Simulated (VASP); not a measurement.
K2H5, 7 atoms in the cell. Symmetry: P6/mmm, No. 191, hexagonal system. Conventional cell: a = 5.770 Å, b = 5.770 Å, c = 7.077 Å, α = 90.00°, β = 90.00°, γ = 120.00°. Within 4.2 Å of K (site symmetry -6m2) lie 7 H at 3.15 to 3.92 Å and 3 K at 3.33 Å. Within 1.1 Å of H (site symmetry 3m) lie 1 H at 0.77 Å. Within 4.4 Å of H (site symmetry 6/mmm) lie 6 K at 3.33 Å. The cell was built from a structure type or drawn by symmetry, and may not be a known phase.

* Program: VASP 6.6.1
* Task: relaxation of cell and atoms
* Functional: PBE
* Potentials or basis: VASP PAW PBE potentials, release 64 (K_sv, H)
* Cutoff: 500 eV
* k mesh: 6 × 6 × 6
* Occupations: gaussian, width 0.1 eV
* Spin: no spin polarisation
* Dipole correction: no
* Further INCAR settings: ALGO = Normal; EDIFF = 1e-07; IBRION = 2; EDIFFG = -0.01; NSW = 100; ISIF = 3

Potentials or basis: VASP PAW PBE potentials, release 64 (K_sv, H).

Run with:

```bash
$ cat potpaw_PBE.64/K_sv/POTCAR potpaw_PBE.64/H/POTCAR > POTCAR
$ mpirun -np 1 vasp_std > vasp.out
```

Hardware: 1 thread of AMD EPYC 7R13 (shared host).

Question: How long does it take, and how much memory?

Answer: Wall time 16 min on 1 thread of AMD EPYC 7R13, on a shared host, peak memory 0.31 GiB. Counts: scf iterations 96, k points 28, ion steps 10.
